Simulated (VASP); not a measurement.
The system is InSb3.

```
Sb In
1.0
     4.80637    0.00000    0.00000
     0.00000    4.80637    0.00000
     0.00000    0.00000    4.80637
Sb In
3 1
Cartesian
  2.4537 2.3488 -0.0301
  0.0014 2.4438 2.4233
  2.4078 -0.0062 2.4055
  -0.0205 -0.0133 0.0197
```

This cell differs from its parent crystal: atoms moved at random.

Base run:

* Program: VASP 6.6.1
* Functional: PBE
* Potentials or basis: VASP PAW PBE potentials, release 64 (Sb, In_d)
* Cutoff: 520 eV
* k mesh: 6 × 6 × 6
* Occupations: fermi-dirac, width 0.05 eV
* Spin: no spin polarisation

Its results: band gap on the k mesh zero (band 14 reaches 11.34 eV, above the bottom of band 15 at 6.76 eV); pressure 0.2 GPa; largest force 0.091 eV/Å.

Question: The run is repeated on the same cell with these changes: functional from PBE to PBEsol. What comes out?

Answer: Band gap on the k mesh zero (band 14 reaches 11.19 eV, above the bottom of band 15 at 6.61 eV); pressure -2.6 GPa; largest force 0.079 eV/Å.

PBEsol binds more tightly than PBE, so the same cell stands under less pressure.

Caveats: spin-orbit coupling is left out, which moves the levels of the heavy elements; the PAW data sets were made with another functional, which shifts forces and pressure a little (some runs).
